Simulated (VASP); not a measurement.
TiO (km), 2 atoms in the cell. It takes space group P-6m2 (No. 187, hexagonal). The conventional cell has a = 2.789 Å, b = 2.789 Å, c = 2.794 Å, α = 90.00°, β = 90.00°, γ = 120.00°. Ti (site symmetry -6m2) has 6 O at 2.13 Å and 8 Ti at 2.79 Å within 2.8 Å. Within 2.8 Å of O (site symmetry -6m2) lie 6 Ti at 2.13 Å and 8 O at 2.79 Å. 

```yaml
Program: VASP 6.6.1
Task: single point
Functional: PBEsol
Potentials_or_basis: VASP PAW PBE potentials, release 64 (Ti_sv, O)
Cutoff: 600 eV
k_mesh: 6 × 6 × 6
Occupations: gaussian, width 0.1 eV
Spin: no spin polarisation
Dipole_correction: no
Further_INCAR_settings: ALGO = Normal; EDIFF = 1e-06; NBANDS = 16
```

Potentials or basis: VASP PAW PBE potentials, release 64 (Ti_sv, O).

Launch:

```console
$ cat potpaw_PBE.64/Ti_sv/POTCAR potpaw_PBE.64/O/POTCAR > POTCAR
$ mpirun -np 1 vasp_std > vasp.out
```

Hardware: 1 thread of AMD EPYC 7R43 64-Core Processor (Zen 3), with other jobs on the host.

How long does it take, and how much memory?

Run time: 12 s on 1 thread of AMD EPYC 7R43 64-Core Processor (Zen 3) (shared host), peak memory 0.1 GiB. Counts: scf iterations 14, k points 28.
